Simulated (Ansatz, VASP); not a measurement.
**Co2Ru in VASP and in Ansatz**

```xyz
3
Lattice="0.0000 2.7719 2.7719 2.7719 0.0000 2.7719 2.7719 2.7719 0.0000" Properties=species:S:1:pos:R:3 pbc="T T T"
Co    1.3859    1.3859    1.3859
Co    4.1578    4.1578    4.1578
Ru    0.0000    0.0000    0.0000
```

Alike in both runs: functional PBE; k mesh 6 × 6 × 6; occupations gaussian, width 0.1 eV; collinear spin.

Ansatz relaxed the structure, and its values are those at the end. VASP's run is a single point on that final structure, the one shown.

|  | VASP | Ansatz |
| --- | --- | --- |
| version | VASP 6.6.1 | Ansatz 0.2.0 |
| potentials or method | VASP PAW PBE potentials, release 64 (Co, Ru_pv), cutoff 520 eV | scalar-relativistic, plane waves, PAW |
| valence electrons in the cell | 32 | 50 |

```tsv
	VASP	Ansatz	Ansatz less VASP
gap on the k mesh at the Fermi level (eV)	none	none	-
pressure (GPa)	-0.4	0.0	+0.42
net moment per atom (μB)	0.79	0.79	+0.003
size of the moment on the site where the two differ most (μB)	0.97	1.00	+0.027
```

Site moments also hang on the region over which each program counts them. A gap of «none» marks a metal or a gap that the smearing closes. With one functional, cell and mesh, what is left measures potentials, basis and numerics. VASP's potentials hold 32 valence electrons a cell and Ansatz's 50, so a difference there can come from the potentials and not from the codes.
